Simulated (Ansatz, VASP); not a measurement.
**BaZrO3 in VASP and in Ansatz**

```
CELL_PARAMETERS angstrom
4.22681 0.00000 0.00000
0.00000 4.22681 0.00000
0.00000 0.00000 4.22681
ATOMIC_POSITIONS crystal
Ba 0.00000 0.00000 0.00000
Zr 0.50000 0.50000 0.50000
O 0.50000 0.00000 0.50000
O 0.50000 0.50000 0.00000
O 0.00000 0.50000 0.50000
```

Alike in both runs: functional PBE; k mesh 6 × 6 × 6; occupations gaussian, width 0.02 eV; no spin polarisation.

Ansatz relaxed the structure, and its values are those at the end. VASP's run is a single point on that final structure, the one shown.

```csv
,VASP,Ansatz
version,VASP 6.6.1,Ansatz 0.2.0
potentials or method,"VASP PAW PBE potentials, release 64 (Ba_sv, Zr_sv, O_h), cutoff 910 eV","scalar-relativistic, plane waves, PAW"
valence electrons in the cell,40,40
```

Ansatz gave:

| Property | Result |
| --- | --- |
| gap on the k mesh at the Fermi level (eV) | 3.18 |
| least direct gap on the mesh (eV) | 3.40 |

Task: Estimate VASP's values.

Result: gap on the k mesh at the Fermi level (eV): 3.14; least direct gap on the mesh (eV): 3.39.

The functional is the same, so the differences come from potentials, cutoffs and numerics.

Spin-orbit coupling is off throughout. Noted on VASP's run: the cutoff is short for stress, so the pressure is rough.
